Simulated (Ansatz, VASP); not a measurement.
## One calculation of P, two programs

```
CELL_PARAMETERS angstrom
0.00000 1.93787 1.93787
1.93787 0.00000 1.93787
1.93787 1.93787 0.00000
ATOMIC_POSITIONS crystal
P 0.00000 0.00000 0.00000
```

Alike in both runs: task electric field gradients; functional PBE; k mesh 20 × 20 × 20; occupations fermi-dirac, width 0.05 eV; no spin polarisation.

|  | VASP | Ansatz |
| --- | --- | --- |
| version | VASP 6.6.1 | Ansatz 0.2.0 |
| potentials or method | VASP PAW PBE potentials, release 64 (P) | PAW with Ansatz's default frozen-core files, scalar-relativistic |
| plane-wave cutoff (eV) | 520 | 420 |
| valence electrons in the cell | 5 | 5 |

Ansatz gave:

- pressure (GPa): 0.0

**Question.** Estimate VASP's values.

**Answer.** Pressure (GPa): -0.1.

The functional is the same, so the differences come from potentials, cutoffs and numerics.
